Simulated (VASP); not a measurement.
Write the native input for VASP 6.6.1 that does the following.

| Quantity | Value |
| --- | --- |
| Task | single point |
| Functional | PBE |
| Potentials or basis | VASP PAW PBE potentials, release 64 (Pb_d, S) |
| Cutoff | 520 eV |
| k mesh | 6 × 6 × 3 |
| Occupations | fermi-dirac, width 0.05 eV |
| Spin | no spin polarisation |
| Dipole correction | no |
| Further INCAR settings | ALGO = Normal; EDIFF = 1e-06; NBANDS = 28 |

The structure of PbS lies in POSCAR:

```
PbS
1.0
    3.0036220415     -3.0026487097      0.0000000000
    3.0036220415      3.0026487097      0.0000000000
   -1.1059544170      0.0000000000     11.2418022611
Pb S
2 2
Direct
    0.7736346200      0.7736346200      0.6277889900
    0.2263653800      0.2263653800      0.3722110100
    0.2704879500      0.2704879500      0.6102676200
    0.7295120500      0.7295120500      0.3897323800
```

These files were run (other wordings do the same):

INCAR

```
SYSTEM = PbS
PREC = Accurate ; ENCUT = 520
EDIFF = 1E-6 ; ISMEAR = -1
SIGMA = 0.05 ; LREAL = .False.
LASPH = .True. ; NELM = 100
ALGO = Normal ; ISIF = 2
LWAVE = .False. ; LCHARG = .False.
GGA = PE ; NBANDS = 28
```

KPOINTS

```
Automatic mesh
0
Gamma
  6 6 3
  0 0 0
```

Potentials or basis: VASP PAW PBE potentials, release 64 (Pb_d, S).

The run is started by

```sh
$ cat potpaw_PBE.64/Pb_d/POTCAR potpaw_PBE.64/S/POTCAR > POTCAR
$ mpirun -np 1 vasp_std > vasp.out
```

It gave:

* Largest force: 0.100 eV/Å
* Band gap on the k mesh: 2.05 eV (least direct gap 2.11 eV)

Caveat: spin-orbit coupling is left out, which moves the levels of the heavy elements.

Run time: 110 s on 1 thread of AMD EPYC 9R45 96-Core Processor (Zen 5) (shared host), peak memory 0.34 GiB.
